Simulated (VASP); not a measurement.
Runs of VASP 6.6.1 on SrVO3. The structure is that of space group Pm-3m (No. 221), or close to it. The cells are those of the table. 

```tsv
task	level	potentials or basis	U	cell	k mesh	cutoff (eV)	gap on the mesh (eV)	pressure (GPa)	moment (μB)
single point	PBE	VASP PAW PBE potentials, release 64 (Sr_sv, V_sv, O)	-	a = 3.841, b = 3.841, c = 3.918 Å, 5 atoms	6 × 6 × 6	520	none	0.1	0.48
relaxation of cell and atoms	PBE+U	VASP PAW PBE potentials, release 64 (Sr_sv, V_sv, O)	V d U = 4.5 eV	relaxed from a = 3.841 Å, 5 atoms	7 × 7 × 7	600	none	0.0	1.00
single point	LDA+U	VASP PAW LDA potentials, release 64 (Sr_sv, V_sv, O)	V d U = 4.5 eV	a = 3.811 Å, angles 89.3, 89.3, 90.7°, 5 atoms	7 × 7 × 7	520	none	1.7	1.00
single point	PBE	VASP PAW PBE potentials, release 64 (Sr_sv, V_sv, O)	-	a = 3.841 Å, 5 atoms	3 × 3 × 3	520	none	3.7	0.33
single point	BLYP	VASP PAW PBE potentials, release 64 (Sr_sv, V_sv, O)	-	a = 3.841 Å, 5 atoms	7 × 7 × 7	520	none	(a)	(b)
```

Alike in all rows: spin collinear, ferromagnetic start; smearing fermi-dirac 0.05 eV.

Estimate the missing entries.

(a) 9.3; (b) 0.00.

Caveats: some runs use coarse meshes; semilocal functionals often make such compounds metallic where correlation or magnetic order opens a gap, which also shifts bond lengths (at least some runs); a moment this small can come from the mesh or the smearing (at least some runs); the cell stands under pressure (at least some runs); the moments typed at the start vanished in this run (at least some runs); the PAW data sets were made with another functional, which shifts forces and pressure a little (at least some runs).

A k mesh can miss the band edges, and the runs leave out spin-orbit coupling on Sr.

A gap of «none» marks levels without a gap at the run's occupations.
